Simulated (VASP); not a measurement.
A run of VASP 6.6.1 is set up as follows.

Contents of POSCAR:

```
AlN
1.0
    2.7750235588      0.0000000000      0.0000000000
   -1.3875117794      2.4032408980      0.0000000000
    0.0000000000      0.0000000000      4.7421869730
Al N
2 2
Direct
    0.0000000000      0.0000000000      0.0000000000
    0.0000000000      0.0000000000      0.5000000000
    0.3333333333      0.6666666667      0.2500000000
    0.6666666667      0.3333333333      0.7500000000
```

Contents of INCAR.step1:

```
  PREC = Accurate
  ENCUT = 520
  ISMEAR = 0
  SIGMA = 0.01
  LREAL = F
  LASPH = T
  NELM = 80
  NBANDS = 16
  GGA = PE
  ALGO = Normal
  EDIFF = 1E-4
  LWAVE = T
  LCHARG = F
```

File INCAR.step2:

```
  PREC = Accurate
  ENCUT = 520
  EDIFF = 1E-7
  ISMEAR = 0
  SIGMA = 0.01
  LREAL = F
  LASPH = T
  NELM = 80
  ALGO = Normal
  ISIF = 2
  LWAVE = F
  LCHARG = F
  METAGGA = R2SCAN
  LMIXTAU = T
  NBANDS = 16
  ISTART = 1
```

KPOINTS

```
Automatic mesh
0
Gamma
  9 9 4
```

Potentials or basis: VASP PAW PBE potentials, release 64 (Al, N).

Command:

```sh
$ cat potpaw_PBE.64/Al/POTCAR potpaw_PBE.64/N/POTCAR > POTCAR
$ cp INCAR.step1 INCAR
$ mpirun -np 1 vasp_std > vasp.out
$ cp INCAR.step2 INCAR
$ mpirun -np 1 vasp_std > vasp.out
```

Problem. Predict the band gap on the k mesh.

Solution. 6.20 eV (least direct gap 6.90 eV).

Problem. What does it give for the pressure?

Solution. 17.7 GPa.

Stress tensor (GPa, compression positive):
```
16.73  0.00  0.00
 0.00 16.73  0.00
 0.00  0.00 19.61
```

Caveat: the cell stands under pressure; the PAW data sets were made with another functional, which shifts forces and pressure a little; an odd mesh through Γ misses points on the zone boundary, where band edges can lie.
